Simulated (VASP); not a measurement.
# Ga2O3 (C2/m) in VASP: further runs

Ga2O3 is run at these levels: PBE; tasks: single point.

Everything below comes from runs of VASP 6.6.1. Logs are shortened: lines on timing, memory, paths and dates and some standing lists are left out, and cuts for length are marked.

### Step 1. The cell of the first run

The structure is monoclinic, space group C2/m (No. 12). The conventional cell has a = 12.704 Å, b = 3.145 Å, c = 5.884 Å, α = 90.00°, β = 103.97°, γ = 90.00°. Ga (site symmetry m) has 4 O at 1.86 to 1.91 Å within 2.5 Å. Ga (site symmetry m) has 6 O at 1.99 to 2.13 Å within 2.6 Å. Within 2.5 Å of O (site symmetry m) lie 3 Ga at 1.86 to 1.99 Å. O (site symmetry m) has 4 Ga at 1.91 to 2.13 Å within 2.5 Å. Within 2.5 Å of O (site symmetry m) lie 3 Ga at 1.90 to 2.01 Å.

### Step 2. Single point, PBE (strain +0.0200 x Voigt [1, 1, 0, 0, 0, 0])

INCAR reads:

```
SYSTEM = Ga2O3
PREC = Accurate ; ENCUT = 520
EDIFF = 1E-6 ; ISMEAR = 0
SIGMA = 0.05 ; LREAL = .False.
LASPH = .True. ; NELM = 60
ALGO = Normal ; ISIF = 2
LWAVE = .False. ; LCHARG = .False.
GGA = PE ; NBANDS = 55
KPAR = 4
```

KPOINTS reads:

```
regular mesh
0
Gamma
  10 10 6
  0 0 0
```

POSCAR reads:

```
Ga2O3
1.0
    6.3519791710     -1.5725916555      0.0114924401
    6.3519791710      1.5725916555      0.0114924401
   -1.4307779328      0.0000000000      5.7076941923
Ga O
4 6
Direct
    0.0899134338      0.0899134338      0.7947233208
    0.9100865662      0.9100865662      0.2052766792
    0.6585007301      0.6585007301      0.3141978956
    0.3414992699      0.3414992699      0.6858021044
    0.1634883775      0.1634883775      0.1092060622
    0.8365116225      0.8365116225      0.8907939378
    0.1737013130      0.1737013130      0.5643594347
    0.8262986870      0.8262986870      0.4356405653
    0.4960195697      0.4960195697      0.2566813608
    0.5039804303      0.5039804303      0.7433186392
```

Potentials or basis: VASP PAW PBE potentials, release 64 (Ga_d, O).

The run is started by

```console
> cat potpaw_PBE.64/Ga_d/POTCAR potpaw_PBE.64/O/POTCAR > POTCAR
> mpirun -np 4 vasp_std > vasp.out
```

OUTCAR:

```text
SYSTEM = Ga2O3
   PREC = Accurate
   ENCUT = 520
   EDIFF = 1E-6
   ISMEAR = 0
   LREAL = .False.
   LASPH = .True.
   NELM = 60
   ISIF = 2
   GGA = PE

 ion  position               nearest neighbor table
   1  0.090  0.090  0.795-   5 1.86  10 1.90  10 1.90   7 1.91
   2  0.910  0.910  0.205-   6 1.86   9 1.90   9 1.90   8 1.91
   3  0.659  0.659  0.314-   5 1.99   5 1.99   9 2.01   8 2.08   7 2.13   7 2.13
   4  0.341  0.341  0.686-   6 1.99   6 1.99  10 2.01   7 2.08   8 2.13   8 2.13
   5  0.163  0.163  0.109-   1 1.86   3 1.99   3 1.99
   6  0.837  0.837  0.891-   2 1.86   4 1.99   4 1.99
   7  0.174  0.174  0.564-   1 1.91   4 2.08   3 2.13   3 2.13
   8  0.826  0.826  0.436-   2 1.91   3 2.08   4 2.13   4 2.13
   9  0.496  0.496  0.257-   2 1.90   2 1.90   3 2.01
  10  0.504  0.504  0.743-   1 1.90   1 1.90   4 2.01

  LATTYP: Found a base centered monoclinic cell.
 ALAT       =    12.7039791349
 B/A-ratio  =     0.2475746597
 C/A-ratio  =     0.4631849958
 COS(beta)  =    -0.2413967095

  Lattice vectors:

 A1 = (   6.3519791710,  -1.5725916555,   0.0114924401)
 A2 = (   6.3519791710,   1.5725916555,   0.0114924401)
 A3 = (  -1.4307779328,   0.0000000000,   5.7076941923)

Analysis of symmetry for initial positions (statically):
=====================================================================
 Subroutine PRICEL returns:
 Original cell was already a primitive cell.

 Routine SETGRP: Setting up the symmetry group for a
 base centered monoclinic supercell.

 Subroutine GETGRP returns: Found  4 space group operations
 (whereof  4 operations were pure point group operations)
 out of a pool of  4 trial point group operations.

The static configuration has the point symmetry C_2h.

Analysis of symmetry for dynamics (positions and initial velocities):
=====================================================================
 Subroutine PRICEL returns:
 Original cell was already a primitive cell.

 Routine SETGRP: Setting up the symmetry group for a
 base centered monoclinic supercell.

 Subroutine GETGRP returns: Found  4 space group operations
 (whereof  4 operations were pure point group operations)
 out of a pool of  4 trial point group operations.

The dynamic configuration has the point symmetry C_2h.

 Subroutine INISYM returns: Found  4 space group operations
 (whereof  4 operations are pure point group operations),
 and found     1 'primitive' translations

----------------------------------------------------------------------------------------

[... 119 lines left out ...]
   NELECT =      88.0000    total number of electrons
   NUPDOWN=      -1.0000    fix difference up-down
   EMIN   =  10.00;   EMAX   =-10.00  energy-range for DOS
   EFERMI =   0.00;   METHOD = LEGACY
   ISMEAR =     0;   SIGMA  =   0.05  broadening in eV -4-tet -1-fermi 0-gaus
   EFERMI_NEDOS =   21; number of points for ismear=-14 and -15
   IALGO  =     38    algorithm
   IMIX   =      4    mixing-type and parameters
     AMIX     =   0.40;   BMIX     =  1.00
     AMIX_MAG =   1.60;   BMIX_MAG =  1.00
  volume/ion in A,a.u.               =      11.41        76.99
  Fermi-wavevector in a.u.,A,eV,Ry     =   1.501406  2.837246 30.670528  2.254220
  Thomas-Fermi vector in A             =   2.612781
   LORBIT       =      0    0 simple, 1 ext, 2 COOP (PROOUT), +10 PAW based schemes
   GGA     = PE    functional components
   LHFCALC =     F    Hartree Fock is set to
   AEXX    =    0.0000 exact exchange contribution
   IVDW    =     0    specifies the selected vdW correction
   LEPSILON=     F    determine dielectric tensor
   LRPA    =     F    only Hartree local field effects (RPA)
 non-spin polarized calculation
 Gauss-broadening in eV      SIGMA  =   0.05
  energy-cutoff  :      520.00
  volume of cell :      114.08
 maximum number of plane-waves:      3101
 NGX is ok and might be reduce to    50
   NGX = 25   NGY = 25   NGZ = 21

 number of electron      87.9999995 magnetization

 Free energy of the ion-electron system (eV)
  ---------------------------------------------------
  ext. energy  EPLUGINS =         0.00000000
  ---------------------------------------------------
  free energy    TOTEN  =       -59.58120695 eV

  energy without entropy =      -59.58120695  energy(sigma->0) =      -59.58120695

 E-fermi :   3.4009     XC(G=0): -11.1609

 val. band max:        3.1729980556   @ k =  -0.1000   0.1000   0.0000
 cond. band min:       4.7402405504   @ k =   0.0000   0.0000   0.0000
 fundamental gap:      1.5672424948
 Fermi energy:         3.4009251040

 k-point     1 :       0.0000    0.0000    0.0000
  band No.  band energies     occupation
      1     -15.2860      2.00000
      2     -14.2661      2.00000
      3     -14.2112      2.00000
      4     -14.1623      2.00000
      5     -13.8188      2.00000
      6     -13.8154      2.00000
[... 1381 lines left out ...]
     54      13.7339      0.00000
     55      14.9345      0.00000

 [... further k-points ...]

------------------------ aborting loop because EDIFF is reached ----------------------------------------

  FORCE on cell =-STRESS in cart. coord.  units (eV):
  Direction    XX          YY          ZZ          XY          YZ          ZX
  --------------------------------------------------------------------------------------
  -------------------------------------------------------------------------------------
  Total       -4.8737688     -6.2388649     -1.6216999      0.0000000      0.0000000     -0.0260638
  in kB      -68.4483295    -87.6200537    -22.7755260      0.0000000      0.0000000     -0.3660465
  external PRESSURE =     -59.6146364 kB  Pullay stress =       0.0000000 kB

 VOLUME and BASIS-vectors are now :
 -----------------------------------------------------------------------------
  energy-cutoff  :      520.00
  volume of cell :      114.08
      direct lattice vectors                 reciprocal lattice vectors
     6.351979171 -1.572591655  0.011492440     0.078679939 -0.317946492  0.019723117
     6.351979171  1.572591655  0.011492440     0.078679939  0.317946492  0.019723117
    -1.430777933  0.000000000  5.707694192    -0.000316844  0.000000000  0.175122674

 POSITION                                       TOTAL-FORCE (eV/Angst)
 -----------------------------------------------------------------------------------
      0.00518      0.00000      4.53810        -0.332775      0.000000     -0.224660
     11.26800      0.00000      1.19257         0.332775      0.000000      0.224660
      7.91602      0.00000      1.80848        -0.113938      0.000000     -0.059270
      3.35716      0.00000      3.92220         0.113938      0.000000      0.059270
      1.92070      0.00000      0.62707        -0.097724      0.000000      0.130927
      9.35248      0.00000      5.10361         0.097724      0.000000     -0.130927
      1.39922      0.00000      3.22518         0.085603      0.000000      0.047282
      9.87396      0.00000      2.50550        -0.085603      0.000000     -0.047282
      5.93416      0.00000      1.47646        -0.174456      0.000000     -0.086297
      5.33902      0.00000      4.25422         0.174456      0.000000      0.086297
 -----------------------------------------------------------------------------------
    total drift:                               -0.000000      0.000000     -0.000000

  FREE ENERGIE OF THE ION-ELECTRON SYSTEM (eV)
  ---------------------------------------------------
  free  energy   TOTEN  =       -59.5812069519 eV

  energy  without entropy=      -59.5812069519  energy(sigma->0) =      -59.58120695
```

OSZICAR:

```text
N       E                     dE             d eps       ncg     rms          rms(c)
DAV:   1     0.120116802411E+04    0.12012E+04   -0.39996E+04 22271   0.286E+03
DAV:   2     0.197198346909E+03   -0.10040E+04   -0.94214E+03 19471   0.807E+02
DAV:   3    -0.474838011151E+02   -0.24468E+03   -0.23725E+03 21790   0.255E+02
DAV:   4    -0.679543847762E+02   -0.20471E+02   -0.20226E+02 23711   0.794E+01
DAV:   5    -0.686810303705E+02   -0.72665E+00   -0.72509E+00 24106   0.153E+01    0.174E+01
DAV:   6    -0.595344778556E+02    0.91466E+01   -0.32163E+01 33975   0.578E+01    0.523E+00
DAV:   7    -0.596413487265E+02   -0.10687E+00   -0.29052E+00 21259   0.993E+00    0.351E+00
DAV:   8    -0.596133200495E+02    0.28029E-01   -0.59547E-01 25786   0.627E+00    0.134E+00
DAV:   9    -0.595793889004E+02    0.33931E-01   -0.13134E-01 27583   0.484E+00    0.296E-01
DAV:  10    -0.595807225814E+02   -0.13337E-02   -0.24398E-02 25179   0.119E+00    0.184E-01
DAV:  11    -0.595811131743E+02   -0.39059E-03   -0.30651E-03 23937   0.867E-01    0.907E-02
DAV:  12    -0.595811828913E+02   -0.69717E-04   -0.88434E-04 25116   0.485E-01    0.205E-02
DAV:  13    -0.595812040612E+02   -0.21170E-04   -0.21359E-04 28190   0.102E-01    0.981E-03
DAV:  14    -0.595812072636E+02   -0.32025E-05   -0.17921E-05 23317   0.549E-02    0.734E-03
DAV:  15    -0.595812069519E+02    0.31174E-06   -0.75253E-06 25148   0.271E-02
   1 F= -.59581207E+02 E0= -.59581207E+02  d E =-.409122E-12
```

stdout:

```text
POSCAR found type information on POSCAR GaO
 POSCAR found :  2 types and      10 ions
 scaLAPACK will be used
 LDA part: xc-table for (Slater+PW92), standard interpolation
 POSCAR, INCAR and KPOINTS ok, starting setup
 FFT: planning ... GRIDC
 FFT: planning ... GRID_SOFT
 FFT: planning ... GRID
 WAVECAR not read
 entering main loop
```

Wall time 11 min (4 MPI ranks of AMD EPYC 7R43 (Zen 3), shared host); peak memory 0.83 GiB.

What came out:

```yaml
Free_energy: -59.5812 eV
Pressure: -6.0 GPa
Largest_force: 0.402 eV/Å
Band_gap_on_the_k_mesh: 1.57 eV
```

Forces in eV/Å, atoms in the order of the input:
```
Ga  -0.333  0.000 -0.225
Ga   0.333  0.000  0.225
Ga  -0.114  0.000 -0.059
Ga   0.114  0.000  0.059
O   -0.098  0.000  0.131
O    0.098  0.000 -0.131
O    0.086  0.000  0.047
O   -0.086  0.000 -0.047
O   -0.174  0.000 -0.086
O    0.174  0.000  0.086
```

Caveat: the cell differs from its parent crystal (strain +0.0200 x Voigt [1, 1, 0, 0, 0, 0]); the cell stands under tension.

### Step 3. Single point, PBE (strain -0.0200 x Voigt [1, 1, 0, 0, 0, 0])

INCAR reads:

```
SYSTEM = Ga2O3
PREC = Accurate
ENCUT = 520
EDIFF = 1E-7
ISMEAR = 0
SIGMA = 0.05
LREAL = .False.
LASPH = .True.
NELM = 80
ALGO = Normal
ISIF = 2
LWAVE = .False.
LCHARG = .True.
GGA = PE
LELF = .True.
LVHAR = .True.
NBANDS = 55
```

KPOINTS is that of step 2.

Changes to POSCAR since step 2:

```diff
@@ -2,5 +2,5 @@
 1.0
-    6.3519791710     -1.5725916555      0.0114924401
-    6.3519791710      1.5725916555      0.0114924401
-   -1.4307779328      0.0000000000      5.7076941923
+    6.1028819486     -1.5109213945      0.0114924401
+    6.1028819486      1.5109213945      0.0114924401
+   -1.3746689942      0.0000000000      5.7076941923
 Ga O
```

Potentials or basis: VASP PAW PBE potentials, release 64 (Ga_d, O).

The run is started by

```console
> cat potpaw_PBE.64/Ga_d/POTCAR potpaw_PBE.64/O/POTCAR > POTCAR
> mpirun -np 1 vasp_std > vasp.out
```

Run time: 58 min. Hardware: 1 thread of Oxide Virtual Turin-like, shared host; peak memory 0.79 GiB.

The run converged. Its results:

```
Free energy            : -59.5195 eV
Pressure               : 8.7 GPa
Largest force          : 0.533 eV/Å
Band gap on the k mesh : 2.34 eV (least direct gap 2.45 eV)
```

Forces in eV/Å, atoms in the order of the input:
```
Ga   0.441  0.000  0.299
Ga  -0.441  0.000 -0.299
Ga   0.114  0.000  0.070
Ga  -0.114  0.000 -0.070
O    0.158  0.000 -0.209
O   -0.158  0.000  0.209
O   -0.142  0.000 -0.061
O    0.142  0.000  0.061
O    0.222  0.000  0.124
O   -0.222  0.000 -0.124
```

Stress tensor (GPa, compression positive):
```
 9.75  0.00  0.14
 0.00 12.30  0.00
 0.14  0.00  4.19
```

Levels at points of the mesh, in eV from the valence-band top:
| k point | band 41 | band 42 | band 43 | band 44 | band 45 | band 46 | band 47 | band 48 |
| --- | --- | --- | --- | --- | --- | --- | --- | --- |
| (0.00, 0.00, 0.00) | -0.59 | -0.47 | -0.29 | -0.11 | 2.34 | 5.61 | 6.78 | 6.81 |
| (0.50, 0.00, 0.00) | -0.79 | -0.71 | -0.44 | -0.26 | 5.61 | 6.37 | 7.10 | 7.43 |
| (0.50, 0.50, 0.00) | -0.61 | -0.60 | -0.37 | -0.29 | 4.49 | 4.74 | 5.93 | 6.59 |
| (0.00, 0.00, 0.50) | -0.66 | -0.57 | -0.45 | -0.27 | 4.74 | 4.84 | 6.70 | 7.28 |
| (0.50, 0.00, 0.50) | -1.15 | -1.02 | -0.71 | -0.67 | 6.85 | 6.89 | 7.74 | 7.96 |
| (0.50, 0.50, 0.50) | -0.63 | -0.60 | -0.56 | -0.02 | 5.13 | 5.28 | 6.20 | 6.59 |

Caveat: the cell differs from its parent crystal (strain -0.0200 x Voigt [1, 1, 0, 0, 0, 0]); the cell stands under pressure.
